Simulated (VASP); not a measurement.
Crystal: Sn3Te2O.

```
Sn Te O
1.0
     6.28362    0.00000    0.00000
    -3.14181    5.44177    0.00000
     0.00000    0.00000    4.41342
Sn Te O
3 2 1
Direct
  0.50000 0.50000 0.45952
  0.50000 0.00000 0.45952
  0.00000 0.50000 0.45952
  0.66667 0.33333 0.96314
  0.33333 0.66667 0.96314
  0.00000 0.00000 0.88881
```

The cell was built from a structure type or drawn by symmetry, and may not be a known phase.

```yaml
Program: VASP 6.6.1
Task: relaxation of cell and atoms
Functional: PBE
Potentials_or_basis: VASP PAW PBE potentials, release 64 (Sn_d, Te, O)
Cutoff: 600 eV
k_mesh: 3 × 3 × 4
Occupations: gaussian, width 0.1 eV
Spin: no spin polarisation
```

At the start: pressure 15.7 GPa; volume 25.15 Å³/atom.

**Question.** How do energy, volume and symmetry change on relaxing?

**Answer.** Over 33 steps the energy falls by 570.6 meV/atom and the volume is 33.28 Å³/atom (+32.3 %); space group P6mm (No. 183, to 0.1 Å) before and after.

Step by step:
```tsv
step	energy change (eV)	largest force (eV/Å)	pressure (GPa)	volume (Å³)
1	0.0000	0.5299	15.68	150.91
2	-1.5479	0.6183	-2.96	211.01
3	-1.7825	0.6697	0.11	190.95
4	-1.7821	0.6678	-0.06	191.82
5	-1.8217	0.7226	-0.08	192.82
6	-1.9405	0.8333	-0.05	195.79
7	-2.1119	0.8498	0.37	201.59
8	-1.8811	1.4030	2.25	212.57
9	-2.1286	0.8175	0.65	204.21
10	-2.1580	0.8162	0.44	205.79
11	-2.2339	0.8034	-0.16	210.60
12	-2.3319	0.7433	-1.16	220.44
13	-2.3280	0.5219	-2.58	241.03
14	-2.3650	0.6572	-1.86	229.35
15	-2.4423	0.6282	-1.82	228.76
16	-2.6566	0.4994	-1.66	226.96
17	-2.9477	0.3993	-1.16	223.19
18	-2.7860	1.0911	0.90	215.05
19	-3.0088	0.5781	-0.67	221.04
20	-3.1948	0.1773	-1.12	215.17
21	-3.3217	0.3521	-1.60	205.64
22	-3.3283	0.3538	1.59	186.79
23	-3.3710	0.3040	-0.13	195.64
24	-3.3804	0.2565	0.03	196.24
25	-3.3832	0.2202	0.16	196.72
26	-3.3906	0.1945	-0.05	197.93
27	-3.4004	0.1289	-0.62	201.52
28	-3.4049	0.1161	-0.55	201.31
29	-3.4155	0.0793	-0.34	200.71
30	-3.4216	0.1390	0.14	199.47
31	-3.4221	0.1048	0.01	199.77
32	-3.4234	0.0578	-0.06	199.72
33	-3.4238	0.0155	-0.13	199.67
```

Final structure:
```
Sn Te O
1.0
     6.44726    0.00000    0.00000
    -3.22363    5.58349    0.00000
     0.00000    0.00000    5.54653
Sn Te O
3 2 1
Cartesian
  1.6118 2.7917 2.7665
  3.2236 0.0000 2.7665
  -1.6118 2.7917 2.7665
  3.2236 1.8612 0.5048
  0.0000 3.7223 0.5048
  0.0000 0.0000 2.8579
```

Caveat: the k points lie up to 0.38 Å⁻¹ apart in the final cell; the volume moved by over 15 % at a fixed basis, so the end points are rough.
